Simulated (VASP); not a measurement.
A run of VASP 6.6.1 is set up as follows.

Contents of INCAR:

```
ALGO = Normal
EDIFF = 1E-7
ENCUT = 520
GGA = PS
ISIF = 2
ISMEAR = 0
IVDW = 12
LASPH = T
LCHARG = F
LREAL = F
LWAVE = F
NBANDS = 12
NELM = 100
PREC = Accurate
SIGMA = 0.15
```

KPOINTS

```
k-points
0
Gamma
  18 18 18
```

The input POSCAR:

```
P
1.0
   -1.6915100431      2.5151650373      1.8775335772
    1.6915100431     -2.5151650373      1.8775335772
    1.6915100431      2.5151650373     -1.8775335772
P
2
Direct
    0.8033091100      0.0533091100      0.7500000000
    0.1966908900      0.9466908900      0.2500000000
```

Potentials or basis: VASP PAW PBE potentials, release 64 (P).

Launch:

```sh
$ cat potpaw_PBE.64/P/POTCAR > POTCAR
$ mpirun -np 1 vasp_std > vasp.out
```

Question: What does it give for the largest force?

Answer: 0.248 eV/Å.

Question: What does it give for the dispersion energy per atom?

Answer: -0.354 eV.

Stress tensor (GPa, compression positive):
```
-4.52  0.00  0.00
 0.00 -5.15  0.00
 0.00  0.00 -6.03
```

Caveat: the cell differs from its parent crystal (strain +0.0100 x Voigt [0, 0, 1, 0, 0, 0]); the cell stands under tension; the PAW data sets were made with another functional, which shifts forces and pressure a little.
